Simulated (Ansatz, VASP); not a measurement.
**NbRh: VASP beside Ansatz**

```
Nb Rh
1.0
     2.80641    0.00000    0.00000
     0.00000    2.80641    0.00000
     0.00000    0.00000    3.81288
Nb Rh
1 1
Direct
  0.00000 0.00000 0.00000
  0.50000 0.50000 0.50000
```

Alike in both runs: functional LDA; k mesh 14 × 14 × 12; occupations gaussian, width 0.1 eV; no spin polarisation.

Ansatz relaxed the structure, and its values are those at the end. VASP's run is a single point on that final structure, the one shown.

```csv
,VASP,Ansatz
version,VASP 6.6.1,Ansatz 0.2.0
potentials or method,"VASP PAW LDA potentials, release 64 (Nb_sv, Rh_pv), cutoff 520 eV","scalar-relativistic, plane waves, PAW"
valence electrons in the cell,28,30
```

VASP gave:

| Property | Result |
| --- | --- |
| gap on the k mesh at the Fermi level (eV) | none |
| pressure (GPa) | 0.2 |

Task: Estimate Ansatz's values.

Result: gap on the k mesh at the Fermi level (eV): none; pressure (GPa): 0.0.

LDA's correlation is that of Perdew and Zunger in VASP and of Perdew and Wang (1992) in Ansatz. A gap of «none» marks a metal or a gap that the smearing closes. VASP's potentials hold 28 valence electrons a cell and Ansatz's 30, so a difference there can come from the potentials and not from the codes.
